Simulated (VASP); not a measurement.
## TiTe2 (pbesol): single point with PBEsol

The system is TiTe2 (pbesol).

```
Ti Te
1.0
     3.63569    0.00000    0.00000
    -1.81785    3.14860    0.00000
     0.00000    0.00000    6.26082
Ti Te
1 2
Direct
  0.00000 0.00000 0.00000
  0.66667 0.33333 0.27594
  0.33333 0.66667 0.72406
```

This cell differs from its parent crystal: volume scaled by 0.94, then relaxed in part.

| Property | Result |
| --- | --- |
| Program | VASP 6.6.1 |
| Task | single point |
| Functional | PBEsol |
| Potentials or basis | VASP PAW PBE potentials, release 64 (Ti_sv, Te) |
| Cutoff | 520 eV |
| k mesh | 15 × 15 × 8 |
| Occupations | gaussian, width 0.1 eV |
| Spin | no spin polarisation |

| Property | Result |
| --- | --- |
| Pressure | 2.9 GPa |
| Largest force | 0.014 eV/Å |
| Band gap on the k mesh | zero (band 12 reaches 8.63 eV, above the bottom of band 13 at 7.74 eV) |

Forces in eV/Å, atoms in the order of the input:
```
Ti   0.000  0.000  0.000
Te   0.000  0.000  0.014
Te   0.000  0.000 -0.014
```

Levels at points of the mesh, in eV from the Fermi level:
```csv
k point,band 9,band 10,band 11,band 12,band 13,band 14,band 15,band 16
"(0.00, 0.00, 0.00)",-1.60,0.16,0.47,0.47,0.91,1.45,1.45,3.19
"(0.00, 0.00, 0.50)",-1.49,-1.49,0.45,0.45,0.92,0.92,1.19,3.89
```

Wall time 2.1 min on 1 thread of Intel(R) Xeon(R) 6975P-C (Granite Rapids), on a shared host, peak memory 0.38 GiB.

Caveat: the PAW data sets were made with another functional, which shifts forces and pressure a little; spin-orbit coupling is left out, which moves the levels of the heavy elements.
